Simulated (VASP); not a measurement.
Input of a VASP 6.6.1 run:

File INCAR:

```
SYSTEM = MoSe2
PREC = Accurate ; ENCUT = 500
EDIFF = 1E-6 ; ISMEAR = 0
SIGMA = 0.05 ; LREAL = .FALSE.
LASPH = .TRUE. ; NELM = 200
ALGO = Normal ; ISIF = 2
LWAVE = .FALSE. ; LCHARG = .FALSE.
ISPIN = 2 ; MAGMOM = 2 -2 0 0 0 0
LORBIT = 11 ; LMAXMIX = 4
GGA = PS ; NBANDS = 39
GGA_COMPAT = .FALSE.
```

KPOINTS

```
Automatic mesh
0
G
  8 8 2
  0 0 0
```

POSCAR

```
MoSe2
1.0
    3.2879995700      0.0000000000      0.0000000000
   -1.6439997900      2.8474911600      0.0000000000
    0.0000000000      0.0000000000     12.9000009200
Mo Se
2 4
Direct
    0.3333333333      0.6666666667      0.2500000000
    0.6666666667      0.3333333333      0.7500000000
    0.3333333333      0.6666666667      0.6250000000
    0.6666666667      0.3333333333      0.1250000000
    0.3333333333      0.6666666667      0.8750000000
    0.6666666667      0.3333333333      0.3750000000
```

Potentials or basis: VASP PAW PBE potentials, release 64 (Mo_sv, Se).

Command:

```sh
$ cat potpaw_PBE.64/Mo_sv/POTCAR potpaw_PBE.64/Se/POTCAR > POTCAR
$ mpirun -np 1 vasp_std > vasp.out
```

(1) Predict the band gap on the k mesh.

(2) Predict the largest force.

(3) What does it give for the net moment?

(4) Predict the pressure.

## Answers

(1) 0.90 eV (least direct gap 1.64 eV).

(2) 0.847 eV/Å.

(3) 0.00 μB per cell.

(4) 3.6 GPa.

Caveat: the stress differs along the axes, from 2 to 7 GPa; the PAW data sets were made with another functional, which shifts forces and pressure a little; this functional lacks dispersion, which binds layers or chains, so the pressure and a relaxed spacing across them are unreliable.
